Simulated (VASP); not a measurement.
# BaTiO3 (Amm2) in VASP: notebook, part 2 of 2

VASP 6.6.1. Earlier steps stand in the parts before.

## 4. Single point, r2SCAN

POSCAR

```
BaTiO3
1.0
    3.9632862575      0.0000000000      0.0000000000
    0.0000000000      2.8577671971      2.8743146342
    0.0000000000     -2.8577671971      2.8743146342
Ba Ti O
1 1 3
Direct
    0.0000000000      0.0084292044      0.0084292044
    0.5000000000      0.5239174265      0.5239174265
    0.5000000000      0.9801215299      0.4940355503
    0.5000000000      0.4940355503      0.9801215299
    0.0000000000      0.4903762888      0.4903762888
```

INCAR.step1

```
PREC     = Accurate       # precision mode
ENCUT    = 520            # plane-wave cutoff, eV
ISMEAR   = -1             # smearing method
SIGMA    = 0.05           # smearing width, eV
LREAL    = F              # projectors in reciprocal space
LASPH    = T              # aspherical terms in the spheres
NELM     = 80             # most SCF steps
NBANDS   = 28             # bands
GGA      = PE             # functional
ALGO     = Normal         # electronic algorithm
EDIFF    = 1E-4           # SCF threshold, eV
LWAVE    = T              # write WAVECAR
LCHARG   = F              # write CHGCAR
```

INCAR.step2

```
PREC     = Accurate       # precision mode
ENCUT    = 520            # plane-wave cutoff, eV
EDIFF    = 1E-6           # SCF threshold, eV
ISMEAR   = -1             # smearing method
SIGMA    = 0.05           # smearing width, eV
LREAL    = F              # projectors in reciprocal space
LASPH    = T              # aspherical terms in the spheres
NELM     = 80             # most SCF steps
ALGO     = Normal         # electronic algorithm
ISIF     = 2              # what is computed and relaxed
LWAVE    = F              # write WAVECAR
LCHARG   = F              # write CHGCAR
METAGGA  = R2SCAN         # meta-GGA
LMIXTAU  = T            
NBANDS   = 28             # bands
ISTART   = 1
```

KPOINTS

```
Automatic mesh
0
Gamma
  7 7 7
```

Potentials or basis: VASP PAW PBE potentials, release 64 (Ba_sv, Ti_sv, O).

Command:

```
$ cat potpaw_PBE.64/Ba_sv/POTCAR potpaw_PBE.64/Ti_sv/POTCAR potpaw_PBE.64/O/POTCAR > POTCAR
$ cp INCAR.step1 INCAR
$ mpirun -np 1 vasp_std > vasp.out
$ cp INCAR.step2 INCAR
$ mpirun -np 1 vasp_std > vasp.out
```

OUTCAR:

```text
PREC = Accurate
   ENCUT = 520
   EDIFF = 1E-6
   ISMEAR = -1
   LREAL = F
   LASPH = T
   NELM = 80
   ISIF = 2
   METAGGA = R2SCAN
   ISTART = 1

 ion  position               nearest neighbor table
   1  0.000  0.008  0.008-   5 2.77   4 2.79   3 2.79   3 2.79   4 2.79   5 2.86   5 2.86   4 2.88
                             3 2.88   3 2.88   4 2.88   5 2.98   2 3.42   2 3.42   2 3.48   2 3.48
   2  0.500  0.524  0.524-   3 1.85   4 1.85   5 1.99   5 1.99   3 2.21   4 2.21   1 3.42   1 3.42
                             1 3.48   1 3.48   1 3.48   1 3.48   1 3.56   1 3.56
   3  0.500  0.980  0.494-   2 1.85   2 2.21   1 2.79   1 2.79   1 2.88   1 2.88
   4  0.500  0.494  0.980-   2 1.85   2 2.21   1 2.79   1 2.79   1 2.88   1 2.88
   5  0.000  0.490  0.490-   2 1.99   2 1.99   1 2.77   1 2.86   1 2.86   1 2.98

  LATTYP: Found a base centered orthorhombic cell.
 ALAT       =     5.7155343942
 B/A-ratio  =     1.0057903377
 C/A-ratio  =     0.6934235688

  Lattice vectors:

 A1 = (   0.0000000000,   2.8577671971,  -2.8743146342)
 A2 = (   0.0000000000,   2.8577671971,   2.8743146342)
 A3 = (   3.9632862575,   0.0000000000,   0.0000000000)

Analysis of symmetry for initial positions (statically):
=====================================================================
 Subroutine PRICEL returns:
 Original cell was already a primitive cell.

 Routine SETGRP: Setting up the symmetry group for a
 base centered orthorhombic supercell.

 Subroutine GETGRP returns: Found  4 space group operations
 (whereof  4 operations were pure point group operations)
 out of a pool of  8 trial point group operations.

The static configuration has the point symmetry C_2v.

Analysis of symmetry for dynamics (positions and initial velocities):
=====================================================================
 Subroutine PRICEL returns:
 Original cell was already a primitive cell.

 Routine SETGRP: Setting up the symmetry group for a
 base centered orthorhombic supercell.

 Subroutine GETGRP returns: Found  4 space group operations
 (whereof  4 operations were pure point group operations)
 out of a pool of  8 trial point group operations.

The dynamic configuration has the point symmetry C_2v.

 Subroutine INISYM returns: Found  4 space group operations
 (whereof  4 operations are pure point group operations),
 and found     1 'primitive' translations

----------------------------------------------------------------------------------------

                                     Primitive cell

  volume of cell :      65.1098

  direct lattice vectors                    reciprocal lattice vectors
     3.963286258  0.000000000  0.000000000     0.252315865  0.000000000  0.000000000
     0.000000000  2.857767197  2.874314634     0.000000000  0.174961768  0.173954512
     0.000000000 -2.857767197  2.874314634     0.000000000 -0.174961768  0.173954512

  length of vectors
     3.963286258  4.053210822  4.053210822     0.252315865  0.246722095  0.246722095

  position of ions in fractional coordinates (direct lattice)
     0.000000000  0.008429204  0.008429204
     0.500000000  0.523917426  0.523917426
     0.500000000  0.980121530  0.494035550
     0.500000000  0.494035550  0.980121530
     0.000000000  0.490376289  0.490376289

[... 27 lines left out ...]
     0.000000000  0.000000000  0.000000000

 Subroutine IBZKPT returns following result:
 ===========================================

 Found     64 irreducible k-points:

 Following reciprocal coordinates:
            Coordinates               Weight
  0.000000  0.000000  0.000000      1.000000
  0.142857  0.000000  0.000000      2.000000
  0.285714  0.000000  0.000000      2.000000
  0.428571  0.000000  0.000000      2.000000
  0.000000  0.142857  0.000000      4.000000
  0.142857  0.142857  0.000000      8.000000
[... 16 lines left out ...]
  0.285714  0.285714  0.142857      8.000000
  0.428571  0.285714  0.142857      8.000000
 [... further k-points ...]
   k-points           NKPTS =     64   k-points in BZ     NKDIM =     64   number of bands    NBANDS=     28
   number of dos      NEDOS =    301   number of ions     NIONS =      5
   total plane-waves  NPLWV =  27000
   dimension x,y,z NGX =    30 NGY =   30 NGZ =   30
   dimension x,y,z NGXF=    60 NGYF=   60 NGZF=   60
   ions per type =               1   1   3
   NGX,Y,Z   is equivalent  to a cutoff of  12.58, 12.30, 12.30 a.u.
   NGXF,Y,Z  is equivalent  to a cutoff of  25.17, 24.61, 24.61 a.u.
 SYSTEM =  unknown system
   PREC   = accura    normal or accurate (medium, high low for compatibility)
   ISTART =      1    job   : 0-new  1-cont  2-samecut
   ICHARG =      0    charge: 1-file 2-atom 10-const
   ISPIN  =      1    spin polarized calculation?
   LNONCOLLINEAR =      F non collinear calculations
   LSORBIT =      F    spin-orbit coupling
   LASPH  =      T    aspherical Exc in radial PAW
   ENCUT  =  520.0 eV  38.22 Ry    6.18 a.u.   7.37  7.54  7.54*2*pi/ulx,y,z
   NELM   =     80;   NELMIN=  2; NELMDL=  0     # of ELM steps
   EDIFF  = 0.1E-05   stopping-criterion for ELM
   LREAL  =      F    real-space projection
   EDIFFG = 0.1E-04   stopping-criterion for IOM
   NSW    =      0    number of steps for IOM
   IBRION =     -1    ionic relax: 0-MD 1-quasi-New 2-CG
   NFREE  =      0    steps in history (QN), initial steepest desc. (CG)
   ISIF   =      2    stress and relaxation
   ISYM   =      2    0-nonsym 1-usesym 2-fastsym
   POTIM  = 0.5000    time-step for ionic-motion
   TEBEG  =    0.0;   TEEND  =   0.0 temperature during run
   PSTRESS=    0.0 pullay stress
   NELECT =      40.0000    total number of electrons
   NUPDOWN=      -1.0000    fix difference up-down
   EMIN   =  10.00;   EMAX   =-10.00  energy-range for DOS
   EFERMI =   0.00;   METHOD = LEGACY
   ISMEAR =    -1;   SIGMA  =   0.05  broadening in eV -4-tet -1-fermi 0-gaus
   EFERMI_NEDOS =   21; number of points for ismear=-14 and -15
   IALGO  =     38    algorithm
   IMIX   =      4    mixing-type and parameters
     AMIX     =   0.40;   BMIX     =  1.00
     AMIX_MAG =   1.60;   BMIX_MAG =  1.00
  volume/ion in A,a.u.               =      13.02        87.88
  Fermi-wavevector in a.u.,A,eV,Ry     =   1.391701  2.629934 26.352198  1.936832
  Thomas-Fermi vector in A             =   2.515515
   LORBIT       =      0    0 simple, 1 ext, 2 COOP (PROOUT), +10 PAW based schemes
   METAGGA = R2SCAN    functional components
   LHFCALC =     F    Hartree Fock is set to
   AEXX    =    0.0000 exact exchange contribution
   IVDW    =     0    specifies the selected vdW correction
   LEPSILON=     F    determine dielectric tensor
   LRPA    =     F    only Hartree local field effects (RPA)
 non-spin polarized calculation
  energy-cutoff  :      520.00
  volume of cell :       65.11
 maximum number of plane-waves:      1777
 NGX is ok and might be reduce to    30
   NGX = 15   NGY = 15   NGZ = 15

 number of electron      39.9999992 magnetization

 Free energy of the ion-electron system (eV)
  ---------------------------------------------------
  ext. energy  EPLUGINS =         0.00000000
  ---------------------------------------------------
  free energy    TOTEN  =       -74.26653021 eV

  energy without entropy =      -74.26653021  energy(sigma->0) =      -74.26653021

 E-fermi :   4.5435     XC(G=0): -11.8104

 val. band max:        3.3252824810   @ k =   0.4286   0.4286   0.4286
 cond. band min:       6.0501243345   @ k =   0.0000   0.0000   0.0000
 fundamental gap:      2.7248418535
 Fermi energy:         4.5435204674

 k-point     1 :       0.0000    0.0000    0.0000
  band No.  band energies     occupation
      1     -55.1797      2.00000
      2     -30.4042      2.00000
      3     -30.4013      2.00000
      4     -30.3325      2.00000
      5     -22.1490      2.00000
      6     -14.4109      2.00000
[... 733 lines left out ...]
     27      12.3448      0.00000
     28      12.4733      0.00000

 [... further k-points ...]
[... 5 lines left out ...]
  --------------------------------------------------------------------------------------
  -------------------------------------------------------------------------------------
  Total        0.7569445      0.8272023      0.7637623      0.0000000      0.0000000      0.0000000
  in kB       18.6263624     20.3552177     18.7941297      0.0000000      0.0000000      0.0000000
  external PRESSURE =      19.2585699 kB  Pullay stress =       0.0000000 kB

 VOLUME and BASIS-vectors are now :
 -----------------------------------------------------------------------------
  energy-cutoff  :      520.00
  volume of cell :       65.11
      direct lattice vectors                 reciprocal lattice vectors
     3.963286258  0.000000000  0.000000000     0.252315865  0.000000000  0.000000000
     0.000000000  2.857767197  2.874314634     0.000000000  0.174961768  0.173954512
     0.000000000 -2.857767197  2.874314634     0.000000000 -0.174961768  0.173954512

 POSITION                                       TOTAL-FORCE (eV/Angst)
 -----------------------------------------------------------------------------------
      0.00000      0.00000      0.04846         0.000000      0.000000     -0.033587
      1.98164      0.00000      3.01181         0.000000      0.000000     -0.170259
      1.98164      1.38912      4.23719         0.000000      0.081015      0.094039
      1.98164     -1.38912      4.23719         0.000000     -0.081015      0.094039
      0.00000      0.00000      2.81899         0.000000      0.000000      0.015769
 -----------------------------------------------------------------------------------
    total drift:                                0.000000      0.000001      0.002652

  FREE ENERGIE OF THE ION-ELECTRON SYSTEM (eV)
  ---------------------------------------------------
  free  energy   TOTEN  =       -74.2665302066 eV

  energy  without entropy=      -74.2665302066  energy(sigma->0) =      -74.26653021
```

Run time: 5.2 min. Hardware: 1 thread of AMD EPYC 7R13 (Zen 3), shared host; peak memory 0.22 GiB.

What came out:

* Free energy: -74.2665 eV
* Pressure: 1.9 GPa
* Largest force: 0.170 eV/Å
* Band gap on the k mesh: 2.72 eV (least direct gap 3.11 eV)

Forces on the atoms (eV/Å):
```
Ba   0.000  0.000 -0.034
Ti   0.000  0.000 -0.170
O    0.000  0.081  0.094
O    0.000 -0.081  0.094
O    0.000  0.000  0.016
```

Stress tensor (GPa, compression positive):
```
1.86 0.00 0.00
0.00 2.04 0.00
0.00 0.00 1.88
```

Caveat: the PAW data sets were made with another functional, which shifts forces and pressure a little; spin-orbit coupling is left out, which moves the levels of the heavy elements; an odd mesh through Γ misses points on the zone boundary, where band edges can lie.
